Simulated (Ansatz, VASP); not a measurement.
## Ta in VASP and in Ansatz

INCAR

```
  PREC = Accurate
  ENCUT = 520
  EDIFF = 1E-6
  ISMEAR = 0
  SIGMA = 0.15
  LREAL = False
  LASPH = True
  NELM = 80
  ALGO = Normal
  ISIF = 2
  LWAVE = False
  LCHARG = False
  GGA = PE
  NBANDS = 12
```

KPOINTS

```
regular mesh
0
Gamma
  20 20 20
```

File POSCAR:

```
Ta
1.0
   -1.7008184000      1.7008184000      1.6017416000
    1.7008184000     -1.7008184000      1.6017416000
    1.7008184000      1.7008184000     -1.6017416000
Ta
1
Direct
    0.0000000000      0.0000000000      0.0000000000
```

Input for Ansatz:

```yaml
crystal:
  lattice:
    - [-1.7008184, 1.7008184, 1.6017416]
    - [1.7008184, -1.7008184, 1.6017416]
    - [1.7008184, 1.7008184, -1.6017416]
  atoms:
    - { symbol: Ta, position: [0.0, 0.0, 0.0] }
basis:
  ecutwfc: 420
kpoints:
  mp_grid: { grid: [20, 20, 20] }
hamiltonian:
  xc: pbe
scf:
  occupations: { method: gaussian, width: 0.15 }
output:
  forces: true
  stress: true
  eigenvalues: true
  write_density: true
  write_potential: true
  elf: true
  volumetric_format: npy
```

Change from the starting cell: strain +0.030 along x and y, -0.030 along z, atoms carried along.

Alike in both runs: task single point; functional PBE; k mesh 20 × 20 × 20; occupations gaussian, width 0.15 eV; no spin polarisation.

```csv
,VASP,Ansatz
version,VASP 6.6.1,Ansatz 0.2.0
potentials or method,"VASP PAW PBE potentials, release 64 (Ta_pv), cutoff 520 eV","scalar-relativistic, plane waves, PAW"
valence electrons in the cell,11,13
```

|  | VASP | Ansatz | Ansatz less VASP |
| --- | --- | --- | --- |
| gap on the k mesh at the Fermi level (eV) | none | none | - |
| pressure (GPa) | -2.1 | -2.1 | -0.08 |
| traceless stress, the component that is largest in VASP (GPa) | 3.68 | 3.70 | +0.017 |

A gap of «none» marks a metal or a gap that the smearing closes. With one functional, cell and mesh, what is left measures potentials, basis and numerics. VASP's potentials hold 11 valence electrons a cell and Ansatz's 13, so a difference there can come from the potentials and not from the codes.

Spin-orbit coupling is off throughout.
